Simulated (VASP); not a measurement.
# CaO (Fm-3m) in VASP: single point with PBE

Aim: the single point of CaO with PBE.

Everything below comes from runs of VASP 6.6.1. Logs are shortened: lines on timing, memory, paths and dates and some standing lists are left out, and cuts for length are marked.

### 1 The cell of the first run

It takes space group Fm-3m (No. 225, cubic). The conventional cell has a = 5.370 Å, b = 5.370 Å, c = 5.370 Å, α = 90.00°, β = 90.00°, γ = 90.00°. Within 3.5 Å of Ca (site symmetry m-3m) lie 6 O at 2.68 Å. Within 3.5 Å of O (site symmetry m-3m) lie 6 Ca at 2.68 Å.

### 2 Single point, PBE (S replaced by O, lengths x 0.917, strained)

INCAR reads:

```
PREC = Accurate ; ENCUT = 600
EDIFF = 1E-6 ; ISMEAR = 0
SIGMA = 0.02 ; LREAL = False
LASPH = True ; NELM = 120
ALGO = Normal ; ISIF = 2
LWAVE = False ; LCHARG = False
GGA = PE ; NBANDS = 15
GGA_COMPAT = False
```

KPOINTS reads:

```
Automatic mesh
0
Gamma
  8 8 8
```

POSCAR reads:

```
CaO
1.0
    0.0000000000      2.6849868289      2.6849868289
    2.6849868289      0.0000000000      2.6849868289
    2.6849868289      2.6849868289      0.0000000000
Ca O
1 1
Direct
    0.0000000000      0.0000000000      0.0000000000
    0.5000000000      0.5000000000      0.5000000000
```

Potentials or basis: VASP PAW PBE potentials, release 64 (Ca_sv, O).

Run with:

```console
cat potpaw_PBE.64/Ca_sv/POTCAR potpaw_PBE.64/O/POTCAR > POTCAR
mpirun -np 1 vasp_std > vasp.out
```

OUTCAR:

```text
PREC = Accurate
   ENCUT = 600
   EDIFF = 1E-6
   ISMEAR = 0
   LREAL = False
   LASPH = True
   NELM = 120
   ISIF = 2
   GGA = PE

 ion  position               nearest neighbor table
   1  0.000  0.000  0.000-
   2  0.500  0.500  0.500-

  LATTYP: Found a face centered cubic cell.
 ALAT       =     5.3699736578

  Lattice vectors:

 A1 = (   0.0000000000,   2.6849868289,   2.6849868289)
 A2 = (   2.6849868289,   0.0000000000,   2.6849868289)
 A3 = (   2.6849868289,   2.6849868289,   0.0000000000)

Analysis of symmetry for initial positions (statically):
=====================================================================
 Subroutine PRICEL returns:
 Original cell was already a primitive cell.

 Routine SETGRP: Setting up the symmetry group for a
 face centered cubic supercell.

 Subroutine GETGRP returns: Found 48 space group operations
 (whereof 48 operations were pure point group operations)
 out of a pool of 48 trial point group operations.

The static configuration has the point symmetry O_h .

Analysis of symmetry for dynamics (positions and initial velocities):
=====================================================================
 Subroutine PRICEL returns:
 Original cell was already a primitive cell.

 Routine SETGRP: Setting up the symmetry group for a
 face centered cubic supercell.

 Subroutine GETGRP returns: Found 48 space group operations
 (whereof 48 operations were pure point group operations)
 out of a pool of 48 trial point group operations.

The dynamic configuration has the point symmetry O_h .

 Subroutine INISYM returns: Found 48 space group operations
 (whereof 48 operations are pure point group operations),
 and found     1 'primitive' translations

----------------------------------------------------------------------------------------

                                     Primitive cell

  volume of cell :      38.7130

  direct lattice vectors                    reciprocal lattice vectors
     0.000000000  2.684986829  2.684986829    -0.186220653  0.186220653  0.186220653
     2.684986829  0.000000000  2.684986829     0.186220653 -0.186220653  0.186220653
     2.684986829  2.684986829  0.000000000     0.186220653  0.186220653 -0.186220653

  length of vectors
     3.797144788  3.797144788  3.797144788     0.322543632  0.322543632  0.322543632

  position of ions in fractional coordinates (direct lattice)
     0.000000000  0.000000000  0.000000000
     0.500000000  0.500000000  0.500000000

[... 73 lines left out ...]
   LASPH  =      T    aspherical Exc in radial PAW
   ENCUT  =  600.0 eV  44.10 Ry    6.64 a.u.   7.58  7.58  7.58*2*pi/ulx,y,z
   NELM   =    120;   NELMIN=  2; NELMDL= -5     # of ELM steps
   EDIFF  = 0.1E-05   stopping-criterion for ELM
   LREAL  =      F    real-space projection
[... 7 lines left out ...]
   TEBEG  =    0.0;   TEEND  =   0.0 temperature during run
   PSTRESS=    0.0 pullay stress
   NELECT =      16.0000    total number of electrons
   NUPDOWN=      -1.0000    fix difference up-down
   EMIN   =  10.00;   EMAX   =-10.00  energy-range for DOS
   EFERMI =   0.00;   METHOD = LEGACY
   ISMEAR =     0;   SIGMA  =   0.02  broadening in eV -4-tet -1-fermi 0-gaus
   EFERMI_NEDOS =   21; number of points for ismear=-14 and -15
   IALGO  =     38    algorithm
   IMIX   =      4    mixing-type and parameters
     AMIX     =   0.40;   BMIX     =  1.00
     AMIX_MAG =   1.60;   BMIX_MAG =  1.00
  volume/ion in A,a.u.               =      19.36       130.62
  Fermi-wavevector in a.u.,A,eV,Ry     =   1.219446  2.304419 20.232532  1.487049
  Thomas-Fermi vector in A             =   2.354698
   LORBIT       =      0    0 simple, 1 ext, 2 COOP (PROOUT), +10 PAW based schemes
   GGA     = PE    functional components
   LHFCALC =     F    Hartree Fock is set to
   AEXX    =    0.0000 exact exchange contribution
   IVDW    =     0    specifies the selected vdW correction
   LEPSILON=     F    determine dielectric tensor
   LRPA    =     F    only Hartree local field effects (RPA)
 non-spin polarized calculation
 Gauss-broadening in eV      SIGMA  =   0.02
  energy-cutoff  :      600.00
  volume of cell :       38.71
 maximum number of plane-waves:      1308
   NGX = 15   NGY = 15   NGZ = 15

 number of electron      15.9999999 magnetization

 Free energy of the ion-electron system (eV)
  ---------------------------------------------------
  ext. energy  EPLUGINS =         0.00000000
  ---------------------------------------------------
  free energy    TOTEN  =       -12.10073849 eV

  energy without entropy =      -12.10073849  energy(sigma->0) =      -12.10073849

 E-fermi :   0.9278     XC(G=0):  -8.9715

 val. band max:        0.7840991656   @ k =   0.0000   0.0000   0.0000
 cond. band min:       3.2929920612   @ k =   0.0000   0.0000   0.0000
 fundamental gap:      2.5088928957
 Fermi energy:         0.9277986773

 k-point     1 :       0.0000    0.0000    0.0000
  band No.  band energies     occupation
      1     -38.3621      2.00000
      2     -19.2502      2.00000
      3     -19.2502      2.00000
      4     -19.2502      2.00000
      5     -14.1878      2.00000
      6       0.7841      2.00000
      7       0.7841      2.00000
      8       0.7841      2.00000
      9       3.2930      0.00000
     10       6.0552      0.00000
     11       6.0552      0.00000
     12       6.0552      0.00000
     13       7.0605      0.00000
     14       7.0605      0.00000
[... 401 lines left out ...]
      2     -19.4631      2.00000
      3     -19.3234      2.00000
      4     -19.2901      2.00000
      5     -13.8875      2.00000
      6      -0.7806      2.00000
      7      -0.0370      2.00000
      8       0.1125      2.00000
      9       6.2114      0.00000
     10       6.2553      0.00000
     11       7.4518      0.00000
     12       7.6428      0.00000
     13       8.5287      0.00000
     14       9.7503      0.00000
     15      10.6984      0.00000

 [... further k-points ...]
[... 5 lines left out ...]
  --------------------------------------------------------------------------------------
  -------------------------------------------------------------------------------------
  Total       -4.0586064     -4.0586064     -4.0586064      0.0000000     -0.0000000     -0.0000000
  in kB     -167.9697387   -167.9697387   -167.9697387      0.0000000     -0.0000000     -0.0000000
  external PRESSURE =    -167.9697387 kB  Pullay stress =       0.0000000 kB

 VOLUME and BASIS-vectors are now :
 -----------------------------------------------------------------------------
  energy-cutoff  :      600.00
  volume of cell :       38.71
      direct lattice vectors                 reciprocal lattice vectors
     0.000000000  2.684986829  2.684986829    -0.186220653  0.186220653  0.186220653
     2.684986829  0.000000000  2.684986829     0.186220653 -0.186220653  0.186220653
     2.684986829  2.684986829  0.000000000     0.186220653  0.186220653 -0.186220653

 POSITION                                       TOTAL-FORCE (eV/Angst)
 -----------------------------------------------------------------------------------
      0.00000      0.00000      0.00000        -0.000000     -0.000000      0.000000
      2.68499      2.68499      2.68499         0.000000      0.000000     -0.000000
 -----------------------------------------------------------------------------------
    total drift:                                0.000000      0.000000      0.000000

  FREE ENERGIE OF THE ION-ELECTRON SYSTEM (eV)
  ---------------------------------------------------
  free  energy   TOTEN  =       -12.1007384868 eV

  energy  without entropy=      -12.1007384868  energy(sigma->0) =      -12.10073849
```

OSZICAR:

```text
N       E                     dE             d eps       ncg     rms          rms(c)
DAV:   1     0.131353099528E+03    0.13135E+03   -0.88672E+03   870   0.116E+03
DAV:   2    -0.719264224702E+01   -0.13855E+03   -0.12930E+03  1116   0.284E+02
DAV:   3    -0.137811681183E+02   -0.65885E+01   -0.65315E+01  1059   0.628E+01
DAV:   4    -0.139906724112E+02   -0.20950E+00   -0.20929E+00  1255   0.930E+00
DAV:   5    -0.139918975283E+02   -0.12251E-02   -0.12251E-02  1038   0.777E-01    0.891E+00
DAV:   6    -0.123258133189E+02    0.16661E+01   -0.75255E+00   947   0.194E+01    0.497E+00
DAV:   7    -0.121118887503E+02    0.21392E+00   -0.70083E-01   989   0.694E+00    0.196E+00
DAV:   8    -0.121018088988E+02    0.10080E-01   -0.10964E-01  1024   0.350E+00    0.430E-01
DAV:   9    -0.120996384912E+02    0.21704E-02   -0.62903E-03   949   0.728E-01    0.149E-01
DAV:  10    -0.121008511986E+02   -0.12127E-02   -0.11766E-03  1045   0.326E-01    0.118E-01
DAV:  11    -0.121007371871E+02    0.11401E-03   -0.16271E-04  1003   0.142E-01    0.159E-02
DAV:  12    -0.121007383493E+02   -0.11622E-05   -0.31320E-05  1017   0.548E-02    0.961E-03
DAV:  13    -0.121007384868E+02   -0.13756E-06   -0.26487E-06  1023   0.158E-02
   1 F= -.12100738E+02 E0= -.12100738E+02  d E =-.251345E-26
```

stdout:

```text
POSCAR found type information on POSCAR CaO
 POSCAR found :  2 types and       2 ions
 scaLAPACK will be used
 LDA part: xc-table for (Slater+PW92), standard interpolation
 POSCAR, INCAR and KPOINTS ok, starting setup
 FFT: planning ... GRIDC
 FFT: planning ... GRID_SOFT
 FFT: planning ... GRID
 WAVECAR not read
 entering main loop
```

It took 11 s on 1 thread of AMD EPYC 9R45 (Zen 5), shared host; peak memory 0.15 GiB.

Results:

- Free energy: -12.1007 eV
- Pressure: -16.8 GPa
- Band gap on the k mesh: 2.51 eV, direct

Caveat: the cell differs from its parent crystal (S replaced by O, lengths x 0.917, strained).
